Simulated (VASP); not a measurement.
# TePb (Pm-3m) in VASP: a series of runs

TePb is run at these levels: revPBE+D3(BJ), LDA; tasks: single point.

All numbers are computed with VASP 6.6.1; they aren't measurements. Logs are shortened: lines on timing, memory, paths and dates and some standing lists are left out, and cuts for length are marked.

## (1) The cell of the first run

It takes space group Pm-3m (No. 221, cubic). The conventional cell has a = 3.914 Å, b = 3.914 Å, c = 3.914 Å, α = 90.00°, β = 90.00°, γ = 90.00°. Pb (site symmetry m-3m) has 8 Te at 3.39 Å and 6 Pb at 3.91 Å within 4.5 Å. Te (site symmetry m-3m) has 8 Pb at 3.39 Å and 6 Te at 3.91 Å within 4.5 Å.

## (2) Single point, revPBE+D3(BJ)

File INCAR:

```
SYSTEM = TePb
  ALGO = Normal
  EDIFF = 1E-6
  ENCUT = 520
  GGA = RE
  ISIF = 2
  ISMEAR = -1
  IVDW = 12
  LASPH = .TRUE.
  LCHARG = .FALSE.
  LREAL = .FALSE.
  LWAVE = .FALSE.
  NBANDS = 17
  NELM = 100
  PREC = Accurate
  SIGMA = 0.05
```

File KPOINTS:

```
k-points
0
G
  7 7 7
  0 0 0
```

File POSCAR:

```
TePb
1.0
    3.9139567501      0.0000000000      0.0000000000
    0.0000000000      3.9139567501      0.0000000000
    0.0000000000      0.0000000000      3.9139567501
Pb Te
1 1
Direct
    0.0000000000      0.0000000000      0.0000000000
    0.5000000000      0.5000000000      0.5000000000
```

Potentials or basis: VASP PAW PBE potentials, release 64 (Pb_d, Te).

Launch:

```bash
> cat potpaw_PBE.64/Pb_d/POTCAR potpaw_PBE.64/Te/POTCAR > POTCAR
> mpirun -np 1 vasp_std > vasp.out
```

OUTCAR:

```text
SYSTEM = TePb
   EDIFF = 1E-6
   ENCUT = 520
   GGA = RE
   ISIF = 2
   ISMEAR = -1
   IVDW = 12
   LASPH = .TRUE.
   LREAL = .FALSE.
   NELM = 100
   PREC = Accurate
 IVDW          = 12

 ion  position               nearest neighbor table
   1  0.000  0.000  0.000-   2 3.39   2 3.39   2 3.39   2 3.39   2 3.39   2 3.39   2 3.39   2 3.39

   2  0.500  0.500  0.500-   1 3.39   1 3.39   1 3.39   1 3.39   1 3.39   1 3.39   1 3.39   1 3.39

  LATTYP: Found a simple cubic cell.
 ALAT       =     3.9139567501

  Lattice vectors:

 A1 = (   3.9139567501,   0.0000000000,   0.0000000000)
 A2 = (   0.0000000000,   3.9139567501,   0.0000000000)
 A3 = (   0.0000000000,   0.0000000000,   3.9139567501)

Analysis of symmetry for initial positions (statically):
=====================================================================
 Subroutine PRICEL returns:
 Original cell was already a primitive cell.

 Routine SETGRP: Setting up the symmetry group for a
 simple cubic supercell.

 Subroutine GETGRP returns: Found 48 space group operations
 (whereof 48 operations were pure point group operations)
 out of a pool of 48 trial point group operations.

The static configuration has the point symmetry O_h .

Analysis of symmetry for dynamics (positions and initial velocities):
=====================================================================
 Subroutine PRICEL returns:
 Original cell was already a primitive cell.

 Routine SETGRP: Setting up the symmetry group for a
 simple cubic supercell.

 Subroutine GETGRP returns: Found 48 space group operations
 (whereof 48 operations were pure point group operations)
 out of a pool of 48 trial point group operations.

The dynamic configuration has the point symmetry O_h .

 Subroutine INISYM returns: Found 48 space group operations
 (whereof 48 operations are pure point group operations),
 and found     1 'primitive' translations

----------------------------------------------------------------------------------------

                                     Primitive cell

  volume of cell :      59.9581

  direct lattice vectors                    reciprocal lattice vectors
     3.913956750  0.000000000  0.000000000     0.255495925  0.000000000  0.000000000
     0.000000000  3.913956750  0.000000000     0.000000000  0.255495925  0.000000000
     0.000000000  0.000000000  3.913956750     0.000000000  0.000000000  0.255495925

  length of vectors
     3.913956750  3.913956750  3.913956750     0.255495925  0.255495925  0.255495925

  position of ions in fractional coordinates (direct lattice)
     0.000000000  0.000000000  0.000000000
     0.500000000  0.500000000  0.500000000

  ion indices of the primitive-cell ions
   primitive index   ion index
                 1           1
                 2           2

----------------------------------------------------------------------------------------

 KPOINTS: k-points

Automatic generation of k-mesh.
 Grid dimensions read from file:
 generate k-points for:    7    7    7

 Generating k-lattice:

  Cartesian coordinates                     Fractional coordinates (reciprocal lattice)
     0.036499418  0.000000000  0.000000000     0.142857143  0.000000000  0.000000000
     0.000000000  0.036499418  0.000000000     0.000000000  0.142857143  0.000000000
     0.000000000  0.000000000  0.036499418     0.000000000  0.000000000  0.142857143

  Length of vectors
     0.036499418  0.036499418  0.036499418

  Shift w.r.t. Gamma in fractional coordinates (k-lattice)
     0.000000000  0.000000000  0.000000000

 Subroutine IBZKPT returns following result:
 ===========================================

 Found     20 irreducible k-points:

 Following reciprocal coordinates:
            Coordinates               Weight
  0.000000  0.000000  0.000000      1.000000
  0.142857  0.000000  0.000000      6.000000
  0.285714  0.000000  0.000000      6.000000
  0.428571  0.000000  0.000000      6.000000
  0.142857  0.142857  0.000000     12.000000
  0.285714  0.142857  0.000000     24.000000
[... 12 lines left out ...]
  0.428571  0.428571  0.285714     24.000000
  0.428571  0.428571  0.428571      8.000000
   k-points           NKPTS =     20   k-points in BZ     NKDIM =     20   number of bands    NBANDS=     17
   number of dos      NEDOS =    301   number of ions     NIONS =      2
   total plane-waves  NPLWV =  27000
   dimension x,y,z NGX =    30 NGY =   30 NGZ =   30
   dimension x,y,z NGXF=    60 NGYF=   60 NGZF=   60
   ions per type =               1   1
   NGX,Y,Z   is equivalent  to a cutoff of  12.74, 12.74, 12.74 a.u.
   NGXF,Y,Z  is equivalent  to a cutoff of  25.49, 25.49, 25.49 a.u.
 SYSTEM =  TePb
   PREC   = accura    normal or accurate (medium, high low for compatibility)
   ISTART =      0    job   : 0-new  1-cont  2-samecut
   ICHARG =      2    charge: 1-file 2-atom 10-const
   ISPIN  =      1    spin polarized calculation?
   LNONCOLLINEAR =      F non collinear calculations
   LSORBIT =      F    spin-orbit coupling
   LASPH  =      T    aspherical Exc in radial PAW
   ENCUT  =  520.0 eV  38.22 Ry    6.18 a.u.   7.28  7.28  7.28*2*pi/ulx,y,z
   NELM   =    100;   NELMIN=  2; NELMDL= -5     # of ELM steps
   EDIFF  = 0.1E-05   stopping-criterion for ELM
   LREAL  =      F    real-space projection
   EDIFFG = 0.1E-04   stopping-criterion for IOM
   NSW    =      0    number of steps for IOM
   IBRION =     -1    ionic relax: 0-MD 1-quasi-New 2-CG
   NFREE  =      0    steps in history (QN), initial steepest desc. (CG)
   ISIF   =      2    stress and relaxation
   ISYM   =      2    0-nonsym 1-usesym 2-fastsym
   POTIM  = 0.5000    time-step for ionic-motion
   TEBEG  =    0.0;   TEEND  =   0.0 temperature during run
   PSTRESS=    0.0 pullay stress
   NELECT =      20.0000    total number of electrons
   NUPDOWN=      -1.0000    fix difference up-down
   EMIN   =  10.00;   EMAX   =-10.00  energy-range for DOS
   EFERMI =   0.00;   METHOD = LEGACY
   ISMEAR =    -1;   SIGMA  =   0.05  broadening in eV -4-tet -1-fermi 0-gaus
   EFERMI_NEDOS =   21; number of points for ismear=-14 and -15
   IALGO  =     38    algorithm
   IMIX   =      4    mixing-type and parameters
     AMIX     =   0.40;   BMIX     =  1.00
     AMIX_MAG =   1.60;   BMIX_MAG =  1.00
  volume/ion in A,a.u.               =      29.98       202.31
  Fermi-wavevector in a.u.,A,eV,Ry     =   1.135365  2.145529 17.538638  1.289054
  Thomas-Fermi vector in A             =   2.272070
   LORBIT       =      0    0 simple, 1 ext, 2 COOP (PROOUT), +10 PAW based schemes
   GGA     = RE    functional components
   LHFCALC =     F    Hartree Fock is set to
   AEXX    =    0.0000 exact exchange contribution
   IVDW    =    12    specifies the selected vdW correction
   LEPSILON=     F    determine dielectric tensor
   LRPA    =     F    only Hartree local field effects (RPA)
 non-spin polarized calculation
  energy-cutoff  :      520.00
  volume of cell :       59.96
 maximum number of plane-waves:      1630
 NGX is ok and might be reduce to    30
   NGX = 15   NGY = 15   NGZ = 15

 number of electron      19.9999993 magnetization

 Free energy of the ion-electron system (eV)
  ---------------------------------------------------
  ext. energy  EPLUGINS =         0.00000000
  ---------------------------------------------------
  free energy    TOTEN  =        -6.36607993 eV

  energy without entropy =       -6.35009932  energy(sigma->0) =       -6.35808963

 E-fermi :   7.2142     XC(G=0):  -9.9284

 val. band max:        7.2028541054   @ k =   0.4286   0.4286   0.2857
 cond. band min:       7.2375873597   @ k =   0.4286   0.2857   0.0000
 fundamental gap:      0.0347332543
 Fermi energy:         7.2141745613

 k-point     1 :       0.0000    0.0000    0.0000
  band No.  band energies     occupation
      1      -9.9273      2.00000
      2      -9.9273      2.00000
      3      -9.8245      2.00000
      4      -9.8245      2.00000
      5      -9.8245      2.00000
      6      -5.3562      2.00000
[... 9 lines left out ...]
     16      18.1000      0.00000
     17      18.5339      0.00000

 k-point     2 :       0.1429    0.0000    0.0000
  band No.  band energies     occupation
      1      -9.9264      2.00000
      2      -9.9111      2.00000
      3      -9.8308      2.00000
      4      -9.8308      2.00000
      5      -9.8240      2.00000
      6      -5.1792      2.00000
[... 9 lines left out ...]
     16      17.3766      0.00000
     17      17.8299      0.00000

 k-point     3 :       0.2857    0.0000    0.0000
  band No.  band energies     occupation
      1      -9.9244      2.00000
      2      -9.8748      2.00000
      3      -9.8448      2.00000
      4      -9.8448      2.00000
      5      -9.8231      2.00000
      6      -4.6734      2.00000
[... 9 lines left out ...]
     16      15.6178      0.00000
     17      18.0914      0.00000

 k-point     4 :       0.4286    0.0000    0.0000
  band No.  band energies     occupation
      1      -9.9228      2.00000
      2      -9.8559      2.00000
      3      -9.8559      2.00000
      4      -9.8458      2.00000
      5      -9.8223      2.00000
      6      -4.0076      2.00000
[... 9 lines left out ...]
     16      18.1439      0.00000
     17      18.8849      0.00000

 k-point     5 :       0.1429    0.1429    0.0000
  band No.  band energies     occupation
      1      -9.9180      2.00000
      2      -9.9023      2.00000
      3      -9.8382      2.00000
      4      -9.8310      2.00000
      5      -9.8293      2.00000
      6      -5.0035      2.00000
[... 9 lines left out ...]
     16      16.4315      0.00000
     17      16.8529      0.00000

 k-point     6 :       0.2857    0.1429    0.0000
  band No.  band energies     occupation
      1      -9.9133      2.00000
      2      -9.8682      2.00000
      3      -9.8547      2.00000
      4      -9.8438      2.00000
      5      -9.8287      2.00000
      6      -4.5050      2.00000
[... 9 lines left out ...]
     16      15.9384      0.00000
     17      16.6201      0.00000

 k-point     7 :       0.4286    0.1429    0.0000
  band No.  band energies     occupation
      1      -9.9113      2.00000
      2      -9.8678      2.00000
      3      -9.8546      2.00000
      4      -9.8392      2.00000
      5      -9.8276      2.00000
      6      -3.8613      2.00000
[... 9 lines left out ...]
     16      17.1433      0.00000
     17      17.4833      0.00000

 k-point     8 :       0.2857    0.2857    0.0000
  band No.  band energies     occupation
      1      -9.8979      2.00000
      2      -9.8765      2.00000
      3      -9.8438      2.00000
      4      -9.8427      2.00000
      5      -9.8402      2.00000
      6      -4.0387      2.00000
[... 9 lines left out ...]
     16      15.6511      0.00000
     17      16.1201      0.00000
[... 123 lines left out ...]
      1      -9.8910      2.00000
      2      -9.8750      2.00000
      3      -9.8608      2.00000
      4      -9.8469      2.00000
      5      -9.8165      2.00000
      6      -3.3668      2.00000
[... 9 lines left out ...]
     16      16.0991      0.00000
     17      17.8426      0.00000

 k-point    16 :       0.4286    0.4286    0.1429
  band No.  band energies     occupation
      1      -9.9099      2.00000
      2      -9.8646      2.00000
      3      -9.8578      2.00000
      4      -9.8572      2.00000
      5      -9.7944      2.00000
      6      -3.0110      2.00000
[... 9 lines left out ...]
     16      16.5039      0.00000
     17      17.4827      0.00000

 k-point    17 :       0.2857    0.2857    0.2857
  band No.  band energies     occupation
      1      -9.8751      2.00000
      2      -9.8649      2.00000
      3      -9.8649      2.00000
      4      -9.8414      2.00000
      5      -9.8414      2.00000
      6      -3.5002      2.00000
[... 9 lines left out ...]
     16      16.3224      0.00000
     17      18.9637      0.00000

 k-point    18 :       0.4286    0.2857    0.2857
  band No.  band energies     occupation
      1      -9.8875      2.00000
      2      -9.8781      2.00000
      3      -9.8633      2.00000
      4      -9.8404      2.00000
      5      -9.8105      2.00000
      6      -3.0797      2.00000
[... 9 lines left out ...]
     16      17.2173      0.00000
     17      19.4478      0.00000

 k-point    19 :       0.4286    0.4286    0.2857
  band No.  band energies     occupation
      1      -9.9000      2.00000
      2      -9.8769      2.00000
      3      -9.8759      2.00000
      4      -9.8248      2.00000
      5      -9.7935      2.00000
      6      -2.8072      2.00000
[... 9 lines left out ...]
     16      18.8056      0.00000
     17      20.0804      0.00000

 k-point    20 :       0.4286    0.4286    0.4286
  band No.  band energies     occupation
      1      -9.8934      2.00000
      2      -9.8907      2.00000
      3      -9.8907      2.00000
      4      -9.7929      2.00000
      5      -9.7929      2.00000
      6      -2.6220      2.00000
[... 9 lines left out ...]
     16      20.1897      0.00000
     17      22.2612      0.00000

------------------------ aborting loop because EDIFF is reached ----------------------------------------

 Edisp (eV)   -1.65383

 E8    (eV) :    -1.2051

  FORCE on cell =-STRESS in cart. coord.  units (eV):
  Direction    XX          YY          ZZ          XY          YZ          ZX
  --------------------------------------------------------------------------------------
  -------------------------------------------------------------------------------------
  Total      -0.04160    -0.04160    -0.04160    -0.00000     0.00000    -0.00000
  in kB      -1.11149    -1.11149    -1.11149    -0.00000     0.00000    -0.00000
  external pressure =       -1.11 kB  Pullay stress =        0.00 kB

 VOLUME and BASIS-vectors are now :
 -----------------------------------------------------------------------------
  energy-cutoff  :      520.00
  volume of cell :       59.96
      direct lattice vectors                 reciprocal lattice vectors
     3.913956750  0.000000000  0.000000000     0.255495925  0.000000000  0.000000000
     0.000000000  3.913956750  0.000000000     0.000000000  0.255495925  0.000000000
     0.000000000  0.000000000  3.913956750     0.000000000  0.000000000  0.255495925

 POSITION                                       TOTAL-FORCE (eV/Angst)
 -----------------------------------------------------------------------------------
      0.00000      0.00000      0.00000         0.000000      0.000000      0.000000
      1.95698      1.95698      1.95698         0.000000      0.000000      0.000000
 -----------------------------------------------------------------------------------
    total drift:                               -0.000000     -0.000000     -0.000000

  FREE ENERGIE OF THE ION-ELECTRON SYSTEM (eV)
  ---------------------------------------------------
  free  energy   TOTEN  =        -8.0199065838 eV

  energy  without entropy=       -8.0039259699  energy(sigma->0) =       -8.01191628
```

Run time: 34 s. Hardware: 1 thread of AMD EPYC, shared host; peak memory 0.15 GiB.

Results:

* Free energy: -8.0199 eV
* Pressure: -0.1 GPa
* Band gap on the k mesh: zero (band 10 reaches 7.43 eV, above the bottom of band 11 at 6.50 eV)
* Dispersion energy per atom: -0.827 eV

Levels at points of the mesh, in eV from the Fermi level:
```csv
k point,band 6,band 7,band 8,band 9,band 10,band 11,band 12,band 13,band 14,band 15
"(0.00, 0.00, 0.00)",-12.57,-6.50,-1.69,-1.69,-1.69,3.94,3.94,5.76,5.76,5.76
```

Caveat: the PAW data sets were made with another functional, which shifts forces and pressure a little; spin-orbit coupling is left out, which moves the levels of the heavy elements; pairwise dispersion overbinds metals, which lowers pressure and volume.

## (3) Single point, LDA

This run uses another cell than the first one, of 32.05 Å³/atom, 1.069 times its volume.

File INCAR:

```
SYSTEM = TePb
ALGO = Normal
EDIFF = 1E-7
ENCUT = 520
GGA = CA
ISIF = 2
ISMEAR = 0
LASPH = .TRUE.
LCHARG = .TRUE.
LELF = .TRUE.
LREAL = .FALSE.
LVHAR = .TRUE.
LWAVE = .FALSE.
NBANDS = 17
NELM = 100
PREC = Accurate
SIGMA = 0.1
```

KPOINTS is that of step 2.

File POSCAR:

```
TePb
1.0
    4.0022870000      0.0000000000      0.0000000000
    0.0000000000      4.0022870000      0.0000000000
    0.0000000000      0.0000000000      4.0022870000
Pb Te
1 1
Direct
    0.0000000000      0.0000000000      0.0000000000
    0.5000000000      0.5000000000      0.5000000000
```

Potentials or basis: VASP PAW LDA potentials, release 64 (Pb_d, Te).

Launch:

```bash
> cat potpaw_LDA.64/Pb_d/POTCAR potpaw_LDA.64/Te/POTCAR > POTCAR
> mpirun -np 1 vasp_std > vasp.out
```

It took 38 s on 1 thread of AMD EPYC, shared host; peak memory 0.13 GiB.

Results (log left out):

* Free energy: -8.2952 eV
* Pressure: -3.9 GPa
* Band gap on the k mesh: zero (band 10 reaches 6.35 eV, above the bottom of band 11 at 5.52 eV)

Levels at points of the mesh, in eV from the Fermi level:
| k point | band 8 | band 9 | band 10 | band 11 | band 12 | band 13 |
| --- | --- | --- | --- | --- | --- | --- |
| (0.00, 0.00, 0.00) | -1.55 | -1.55 | -1.55 | 4.05 | 4.05 | 5.17 |

Caveat: spin-orbit coupling is left out, which moves the levels of the heavy elements.
